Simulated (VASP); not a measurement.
A run of VASP 6.6.1:

File INCAR:

```
PREC = Accurate ; ENCUT = 520
EDIFF = 1E-6 ; ISMEAR = 0
SIGMA = 0.1 ; LREAL = F
LASPH = T ; NELM = 150
ALGO = Normal ; ISIF = 2
LWAVE = F ; LCHARG = F
ISPIN = 2 ; MAGMOM = 0 1 1 0 0 0
LORBIT = 11 ; LMAXMIX = 4
GGA = PE ; NBANDS = 38
```

File KPOINTS:

```
regular mesh
0
Gamma
  4 4 4
```

POSCAR

```
CaZr2N3
1.0
    4.3053622103      0.0000000000      0.0000000000
    0.0000000000      4.3053622103      0.0000000000
    0.0000000000      0.0000000000      5.7475338438
Ca Zr N
1 2 3
Direct
    0.0000000000      0.0000000000      0.5000000000
    0.5000000000      0.5000000000      0.0000000000
    0.0000000000      0.0000000000      0.0000000000
    0.5000000000      0.5000000000      0.5000000000
    0.0000000000      0.5000000000      0.0000000000
    0.5000000000      0.0000000000      0.0000000000
```

Potentials or basis: VASP PAW PBE potentials, release 64 (Ca_sv, Zr_sv, N).

The run is started by

```console
$ cat potpaw_PBE.64/Ca_sv/POTCAR potpaw_PBE.64/Zr_sv/POTCAR potpaw_PBE.64/N/POTCAR > POTCAR
$ mpirun -np 1 vasp_std > vasp.out
```

Hardware: 1 thread of Intel Xeon 8259CL (shared host).

Question: Estimate the wall time of this run.

Answer: It took 8.9 min on 1 thread of Intel Xeon 8259CL, with other jobs on the host, peak memory 0.32 GiB. Counts: scf iterations 20, k points 18.
